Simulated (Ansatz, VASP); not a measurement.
**One calculation of Na2CoHgF6, two programs**

The input INCAR:

```
SYSTEM = Na2CoHgF6
PREC = Accurate
ENCUT = 520
EDIFF = 1E-6
ISMEAR = 0
SIGMA = 0.1
LREAL = .FALSE.
LASPH = .TRUE.
NELM = 60
ALGO = Normal
ISIF = 2
LWAVE = .FALSE.
LCHARG = .FALSE.
GGA = PS
NBANDS = 50
```

Contents of KPOINTS:

```
Automatic mesh
0
G
  8 8 8
  0 0 0
```

File POSCAR:

```
Na2CoHgF6
1.0
    0.0000000000      4.2740705901      4.2740705901
    4.2740705901      0.0000000000      4.2740705901
    4.2740705901      4.2740705901      0.0000000000
Na Co Hg F
2 1 1 6
Direct
    0.2500000000      0.2500000000      0.2500000000
    0.7500000000      0.7500000000      0.7500000000
    0.0000000000      0.0000000000      0.0000000000
    0.5000000000      0.5000000000      0.5000000000
    0.2007156800      0.2007156800      0.7992843200
    0.2007156800      0.7992843200      0.7992843200
    0.7992843200      0.7992843200      0.2007156800
    0.2007156800      0.7992843200      0.2007156800
    0.7992843200      0.2007156800      0.7992843200
    0.7992843200      0.2007156800      0.2007156800
```

Input for Ansatz:

```yaml
crystal:
  lattice:
    - [0.0, 4.2740705901, 4.2740705901]
    - [4.2740705901, 0.0, 4.2740705901]
    - [4.2740705901, 4.2740705901, 0.0]
  atoms:
    - { symbol: Na, position: [0.25, 0.25, 0.25] }
    - { symbol: Na, position: [0.75, 0.75, 0.75] }
    - { symbol: Co, position: [0.0, 0.0, 0.0] }
    - { symbol: Hg, position: [0.5, 0.5, 0.5] }
    - { symbol: F, position: [0.20071568, 0.20071568, 0.79928432] }
    - { symbol: F, position: [0.20071568, 0.79928432, 0.79928432] }
    - { symbol: F, position: [0.79928432, 0.79928432, 0.20071568] }
    - { symbol: F, position: [0.20071568, 0.79928432, 0.20071568] }
    - { symbol: F, position: [0.79928432, 0.20071568, 0.79928432] }
    - { symbol: F, position: [0.79928432, 0.20071568, 0.20071568] }
basis:
  ecutwfc: 420
kpoints:
  mp_grid: { grid: [8, 8, 8] }
hamiltonian:
  xc: pbesol
scf:
  occupations: { method: gaussian, width: 0.1 }
output:
  forces: true
  stress: true
  eigenvalues: true
  populations: true
```

Alike in both runs: task single point; functional PBEsol; k mesh 8 × 8 × 8; occupations gaussian, width 0.1 eV; no spin polarisation.

```csv
,VASP,Ansatz
version,VASP 6.6.1,Ansatz 0.2.0
potentials or method,"VASP PAW PBE potentials, release 64 (Na_pv, Co, Hg, F), cutoff 520 eV","scalar-relativistic, plane waves, PAW"
valence electrons in the cell,77,97
```

VASP gave:

```
gap on the k mesh at the Fermi level (eV) : none
pressure (GPa)                            : 8.2
rms of the force components (eV/Å)        : 1.298
```

**Question.** Estimate Ansatz's values.

**Answer.** gap on the k mesh at the Fermi level (eV): none; pressure (GPa): 8.4; rms of the force components (eV/Å): 1.258.

VASP's potentials were made for PBE, not for PBEsol. Atom by atom the forces differ by 0.040 eV/Å (rms over components). A gap of «none» marks a metal or a gap that the smearing closes. VASP's potentials hold 77 valence electrons a cell and Ansatz's 97, so a difference there can come from the potentials and not from the codes.

Spin-orbit coupling is off throughout.
